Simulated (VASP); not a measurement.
# Ta (Fm-3m) in VASP: further runs

Ta is run at these levels: RPBE; tasks: single point.

Everything below comes from runs of VASP 6.6.1. Logs are shortened: lines on timing, memory, paths and dates and some standing lists are left out, and cuts for length are marked.

## Step 1: The cell of the first run

The structure is cubic, space group Fm-3m (No. 225). The conventional cell has a = 4.131 Å, b = 4.131 Å, c = 4.131 Å, α = 90.00°, β = 90.00°, γ = 90.00°. Within 3.8 Å of Ta (site symmetry m-3m) lie 12 Ta at 2.92 Å.

## Step 2: Single point, RPBE (volume scaled by 0.92)

File INCAR:

```
PREC = Accurate
ENCUT = 520
EDIFF = 1E-6
ISMEAR = -1
SIGMA = 0.1
LREAL = False
LASPH = True
NELM = 60
ALGO = Normal
ISIF = 2
LWAVE = False
LCHARG = False
GGA = RP
NBANDS = 12
```

File KPOINTS:

```
Automatic mesh
0
Gamma
  14 14 14
```

File POSCAR:

```
Ta
1.0
    0.0000000000      2.0655212248      2.0655212248
    2.0655212248      0.0000000000      2.0655212248
    2.0655212248      2.0655212248      0.0000000000
Ta
1
Direct
    0.0000000000      0.0000000000      0.0000000000
```

Potentials or basis: VASP PAW PBE potentials, release 64 (Ta_pv).

On the command line:

```sh
$ cat potpaw_PBE.64/Ta_pv/POTCAR > POTCAR
$ mpirun -np 1 vasp_std > vasp.out
```

OUTCAR:

```text
PREC = Accurate
   ENCUT = 520
   EDIFF = 1E-6
   ISMEAR = -1
   LREAL = False
   LASPH = True
   NELM = 60
   ISIF = 2
   GGA = RP

 ion  position               nearest neighbor table
   1  0.000  0.000  0.000-

  LATTYP: Found a face centered cubic cell.
 ALAT       =     4.1310424496

  Lattice vectors:

 A1 = (   0.0000000000,   2.0655212248,   2.0655212248)
 A2 = (   2.0655212248,   0.0000000000,   2.0655212248)
 A3 = (   2.0655212248,   2.0655212248,   0.0000000000)

Analysis of symmetry for initial positions (statically):
=====================================================================
 Subroutine PRICEL returns:
 Original cell was already a primitive cell.

 Routine SETGRP: Setting up the symmetry group for a
 face centered cubic supercell.

 Subroutine GETGRP returns: Found 48 space group operations
 (whereof 48 operations were pure point group operations)
 out of a pool of 48 trial point group operations.

The static configuration has the point symmetry O_h .

Analysis of symmetry for dynamics (positions and initial velocities):
=====================================================================
 Subroutine PRICEL returns:
 Original cell was already a primitive cell.

 Routine SETGRP: Setting up the symmetry group for a
 face centered cubic supercell.

 Subroutine GETGRP returns: Found 48 space group operations
 (whereof 48 operations were pure point group operations)
 out of a pool of 48 trial point group operations.

The dynamic configuration has the point symmetry O_h .

 Subroutine INISYM returns: Found 48 space group operations
 (whereof 48 operations are pure point group operations),
 and found     1 'primitive' translations

----------------------------------------------------------------------------------------

                                     Primitive cell

  volume of cell :      17.6246

  direct lattice vectors                    reciprocal lattice vectors
     0.000000000  2.065521225  2.065521225    -0.242069650  0.242069650  0.242069650
     2.065521225  0.000000000  2.065521225     0.242069650 -0.242069650  0.242069650
     2.065521225  2.065521225  0.000000000     0.242069650  0.242069650 -0.242069650

  length of vectors
     2.921088129  2.921088129  2.921088129     0.419276933  0.419276933  0.419276933

  position of ions in fractional coordinates (direct lattice)
     0.000000000  0.000000000  0.000000000

  ion indices of the primitive-cell ions
[... 75 lines left out ...]
   LREAL  =      F    real-space projection
   EDIFFG = 0.1E-04   stopping-criterion for IOM
   NSW    =      0    number of steps for IOM
   IBRION =     -1    ionic relax: 0-MD 1-quasi-New 2-CG
   NFREE  =      0    steps in history (QN), initial steepest desc. (CG)
   ISIF   =      2    stress and relaxation
   ISYM   =      2    0-nonsym 1-usesym 2-fastsym
   POTIM  = 0.5000    time-step for ionic-motion
   TEBEG  =    0.0;   TEEND  =   0.0 temperature during run
   PSTRESS=    0.0 pullay stress
   NELECT =      11.0000    total number of electrons
   NUPDOWN=      -1.0000    fix difference up-down
   EMIN   =  10.00;   EMAX   =-10.00  energy-range for DOS
   EFERMI =   0.00;   METHOD = LEGACY
   ISMEAR =    -1;   SIGMA  =   0.10  broadening in eV -4-tet -1-fermi 0-gaus
   EFERMI_NEDOS =   21; number of points for ismear=-14 and -15
   IALGO  =     38    algorithm
   IMIX   =      4    mixing-type and parameters
     AMIX     =   0.40;   BMIX     =  1.00
     AMIX_MAG =   1.60;   BMIX_MAG =  1.00
  volume/ion in A,a.u.               =      17.62       118.94
  Fermi-wavevector in a.u.,A,eV,Ry     =   1.399048  2.643818 26.631178  1.957336
  Thomas-Fermi vector in A             =   2.522146
   LORBIT       =      0    0 simple, 1 ext, 2 COOP (PROOUT), +10 PAW based schemes
   GGA     = RP    functional components
   LHFCALC =     F    Hartree Fock is set to
   AEXX    =    0.0000 exact exchange contribution
   IVDW    =     0    specifies the selected vdW correction
   LEPSILON=     F    determine dielectric tensor
   LRPA    =     F    only Hartree local field effects (RPA)
 non-spin polarized calculation
  energy-cutoff  :      520.00
  volume of cell :       17.62
 maximum number of plane-waves:       495
 NGX is ok and might be reduce to    24
   NGX = 11   NGY = 11   NGZ = 11

 number of electron      10.9999999 magnetization

 Free energy of the ion-electron system (eV)
  ---------------------------------------------------
  ext. energy  EPLUGINS =         0.00000000
  ---------------------------------------------------
  free energy    TOTEN  =       -11.02726491 eV

  energy without entropy =      -10.98883431  energy(sigma->0) =      -11.00804961

 E-fermi :   6.1768     XC(G=0): -12.6797

 val. band max:        6.1580215729   @ k =   0.3571   0.1429   0.0000
 cond. band min:       6.2090229858   @ k =   0.3571   0.2143   0.0714
 fundamental gap:      0.0510014130
 Fermi energy:         6.1768041576

 k-point     1 :       0.0000    0.0000    0.0000
  band No.  band energies     occupation
      1     -27.2713      2.00000
      2     -27.2713      2.00000
      3     -27.2713      2.00000
      4      -2.2477      2.00000
      5       6.5851      0.03317
      6       6.5851      0.03317
      7       6.5851      0.03317
      8       9.8657      0.00000
      9       9.8657      0.00000
     10      18.7454      0.00000
     11      20.5526      0.00000
     12      23.9400      0.00000
[... 331 lines left out ...]
 k-point    24 :       0.2857    0.1429    0.0000
  band No.  band energies     occupation
      1     -27.9122      2.00000
      2     -27.4418      2.00000
      3     -27.4295      2.00000
      4       0.4479      2.00000
      5       4.7140      2.00000
      6       6.7144      0.00921
      7       7.7425      0.00000
      8       9.1109      0.00000
      9      10.9298      0.00000
     10      20.5202      0.00000
     11      20.6009      0.00000
     12      23.7680      0.00000

 [... further k-points ...]
[... 5 lines left out ...]
  --------------------------------------------------------------------------------------
  -------------------------------------------------------------------------------------
  Total        1.9797358      1.9797358      1.9797358      0.0000000      0.0000000      0.0000000
  in kB      179.9694723    179.9694723    179.9694723      0.0000000      0.0000000      0.0000000
  external PRESSURE =     179.9694723 kB  Pullay stress =       0.0000000 kB

 VOLUME and BASIS-vectors are now :
 -----------------------------------------------------------------------------
  energy-cutoff  :      520.00
  volume of cell :       17.62
      direct lattice vectors                 reciprocal lattice vectors
     0.000000000  2.065521225  2.065521225    -0.242069650  0.242069650  0.242069650
     2.065521225  0.000000000  2.065521225     0.242069650 -0.242069650  0.242069650
     2.065521225  2.065521225  0.000000000     0.242069650  0.242069650 -0.242069650

 POSITION                                       TOTAL-FORCE (eV/Angst)
 -----------------------------------------------------------------------------------
      0.00000      0.00000      0.00000         0.000000      0.000000      0.000000
 -----------------------------------------------------------------------------------
    total drift:                               -0.000000      0.000000     -0.000000

  FREE ENERGIE OF THE ION-ELECTRON SYSTEM (eV)
  ---------------------------------------------------
  free  energy   TOTEN  =       -11.0272649143 eV

  energy  without entropy=      -10.9888343120  energy(sigma->0) =      -11.00804961
```

OSZICAR:

```text
N       E                     dE             d eps       ncg     rms          rms(c)
DAV:   1     0.614172270050E+02    0.61417E+02   -0.62010E+03  2504   0.884E+02
DAV:   2    -0.104155186963E+02   -0.71833E+02   -0.70074E+02  2824   0.246E+02
DAV:   3    -0.114483781999E+02   -0.10329E+01   -0.10207E+01  3000   0.274E+01
DAV:   4    -0.114511979632E+02   -0.28198E-02   -0.28193E-02  2792   0.160E+00
DAV:   5    -0.114512074788E+02   -0.95156E-05   -0.95152E-05  2992   0.880E-02    0.135E+01
DAV:   6    -0.111336148621E+02    0.31759E+00   -0.25951E-01  2884   0.560E+00    0.677E+00
DAV:   7    -0.110282662949E+02    0.10535E+00   -0.28721E-01  2884   0.534E+00    0.363E-01
DAV:   8    -0.110273511893E+02    0.91511E-03   -0.78757E-03  2728   0.791E-01    0.217E-01
DAV:   9    -0.110272732212E+02    0.77968E-04   -0.25605E-04  2896   0.178E-01    0.297E-02
DAV:  10    -0.110272648054E+02    0.84158E-05   -0.71123E-06  2796   0.278E-02    0.234E-03
DAV:  11    -0.110272649143E+02   -0.10888E-06   -0.13910E-07  1528   0.418E-03
   1 F= -.11027265E+02 E0= -.11008050E+02  d E =-.384306E-01
```

Wall time 36 s (1 thread of AMD EPYC 7R43 (Zen 3), shared host); peak memory 0.12 GiB.

What came out:

- Free energy: -11.0273 eV
- Pressure: 18.0 GPa

Caveat: the cell differs from its parent crystal (volume scaled by 0.92); the PAW data sets were made with another functional, which shifts forces and pressure a little; spin-orbit coupling is left out, which moves the levels of the heavy elements.

## Step 3: Single point, RPBE (volume scaled by 0.96)

File INCAR:

```
PREC = Accurate
ENCUT = 520
EDIFF = 1E-6
ISMEAR = -1
SIGMA = 0.1
LREAL = F
LASPH = T
NELM = 100
ALGO = Normal
ISIF = 2
LWAVE = F
LCHARG = T
GGA = RP
LELF = T
LVHAR = T
NBANDS = 12
```

File KPOINTS:

```
regular mesh
0
Gamma
  14 14 14
```

File POSCAR:

```
Ta
1.0
    0.0000000000      2.0950326580      2.0950326580
    2.0950326580      0.0000000000      2.0950326580
    2.0950326580      2.0950326580      0.0000000000
Ta
1
Direct
    0.0000000000      0.0000000000      0.0000000000
```

Potentials or basis: VASP PAW PBE potentials, release 64 (Ta_pv).

On the command line:

```sh
$ cat potpaw_PBE.64/Ta_pv/POTCAR > POTCAR
$ mpirun -np 1 vasp_std > vasp.out
```

Wall time 44 s (1 thread of AMD EPYC 7R43 (Zen 3), shared host); peak memory 0.12 GiB.

Results (log left out):

```
Free energy : -11.0895 eV
Pressure    : 8.2 GPa
```

Levels at points of the mesh, in eV from the Fermi level:
```tsv
k point	band 2	band 3	band 4	band 5	band 6	band 7	band 8	band 9
(0.00, 0.00, 0.00)	-33.60	-33.60	-8.24	0.43	0.43	0.43	3.53	3.53
(0.50, 0.00, 0.00)	-33.75	-33.75	-4.72	0.20	0.20	0.69	5.92	5.92
(0.50, 0.50, 0.00)	-33.99	-33.99	-4.52	-3.46	2.95	5.92	6.63	6.63
```

Caveat: the cell differs from its parent crystal (volume scaled by 0.96); the PAW data sets were made with another functional, which shifts forces and pressure a little; spin-orbit coupling is left out, which moves the levels of the heavy elements.

## Step 4: Single point, RPBE

This run uses another cell than the first one, of 19.16 Å³/atom, 1.087 times its volume.

File INCAR:

```
SYSTEM = Ta
  ALGO = Normal
  EDIFF = 1E-7
  ENCUT = 520
  GGA = RP
  ISIF = 2
  ISMEAR = -1
  LASPH = .True.
  LCHARG = .True.
  LELF = .True.
  LREAL = .False.
  LVHAR = .True.
  LWAVE = .False.
  NBANDS = 12
  NELM = 80
  PREC = Accurate
  SIGMA = 0.1
```

File KPOINTS:

```
k-points
0
Gamma
  14 14 14
  0 0 0
```

File POSCAR:

```
Ta
1.0
    0.0000000000      2.1237353023      2.1237353023
    2.1237353023      0.0000000000      2.1237353023
    2.1237353023      2.1237353023      0.0000000000
Ta
1
Direct
    0.0000000000      0.0000000000      0.0000000000
```

On the command line:

```sh
$ cat potpaw_PBE.64/Ta_pv/POTCAR > POTCAR
$ mpirun -np 1 vasp_std > vasp.out
```

It took 55 s on 1 thread of AMD EPYC 7R43 (Zen 3), shared host; peak memory 0.11 GiB.

The run converged. Its results:

```yaml
Free_energy: -11.1089 eV
Pressure: 0.1 GPa
```

Levels at points of the mesh, in eV from the Fermi level:
```
           k point  band 3  band 4  band 5  band 6  band 7  band 8
(0.00, 0.00, 0.00)  -33.75   -8.06    0.45    0.45    0.45    3.38
(0.50, 0.00, 0.00)  -33.88   -4.54    0.24    0.24    0.56    5.63
(0.50, 0.50, 0.00)  -34.09   -4.29   -3.26    2.73    5.63    6.29
```

Caveat: the PAW data sets were made with another functional, which shifts forces and pressure a little; spin-orbit coupling is left out, which moves the levels of the heavy elements.

## Step 5: Single point, RPBE (volume scaled by 1.04)

File INCAR:

```
SYSTEM = Ta
PREC = Accurate
ENCUT = 520
EDIFF = 1E-6
ISMEAR = -1
SIGMA = 0.1
LREAL = .False.
LASPH = .True.
NELM = 80
ALGO = Normal
ISIF = 2
LWAVE = .False.
LCHARG = .False.
GGA = RP
NBANDS = 12
```

File KPOINTS:

```
Automatic mesh
0
Gamma
  14 14 14
  0 0 0
```

File POSCAR:

```
Ta
1.0
    0.0000000000      2.1516823927      2.1516823927
    2.1516823927      0.0000000000      2.1516823927
    2.1516823927      2.1516823927      0.0000000000
Ta
1
Direct
    0.0000000000      0.0000000000      0.0000000000
```

On the command line:

```sh
$ cat potpaw_PBE.64/Ta_pv/POTCAR > POTCAR
$ mpirun -np 1 vasp_std > vasp.out
```

Run time: 49 s. Hardware: 1 thread of AMD EPYC 7R43 (Zen 3), shared host; peak memory 0.12 GiB.

Results (log left out):

```
Free energy : -11.0931 eV
Pressure    : -6.6 GPa
```

Levels at points of the mesh, in eV from the Fermi level:
| k point | band 2 | band 3 | band 4 | band 5 | band 6 | band 7 | band 8 | band 9 |
| --- | --- | --- | --- | --- | --- | --- | --- | --- |
| (0.00, 0.00, 0.00) | -33.90 | -33.90 | -7.89 | 0.46 | 0.46 | 0.46 | 3.23 | 3.23 |
| (0.50, 0.00, 0.00) | -34.01 | -34.01 | -4.39 | 0.27 | 0.27 | 0.45 | 5.36 | 5.36 |
| (0.50, 0.50, 0.00) | -34.20 | -34.20 | -4.07 | -3.07 | 2.53 | 5.35 | 5.98 | 5.98 |

Caveat: the cell differs from its parent crystal (volume scaled by 1.04); the PAW data sets were made with another functional, which shifts forces and pressure a little; spin-orbit coupling is left out, which moves the levels of the heavy elements.

## Step 6: The runs side by side

| cell | gap on the mesh (eV) | pressure (GPa) |
| --- | --- | --- |
| a = 2.921 Å, angles 60.0°, 1 atom | none | 18.0 |
| a = 2.963 Å, angles 60.0°, 1 atom | none | 8.2 |
| a = 3.003 Å, angles 60.0°, 1 atom | none | 0.1 |
| a = 3.043 Å, angles 60.0°, 1 atom | none | -6.6 |

Alike in all rows: task single point; level RPBE; potentials or basis VASP PAW PBE potentials, release 64 (Ta_pv); no spin polarisation; k mesh 14 × 14 × 14; cutoff (eV) 520; smearing fermi-dirac 0.1 eV.

Caveats: the PAW data sets were made with another functional, which shifts forces and pressure a little; spin-orbit coupling is left out, which moves the levels of the heavy elements.

Total energies depend on the potentials used, so only differences within one code and one set of settings carry meaning.
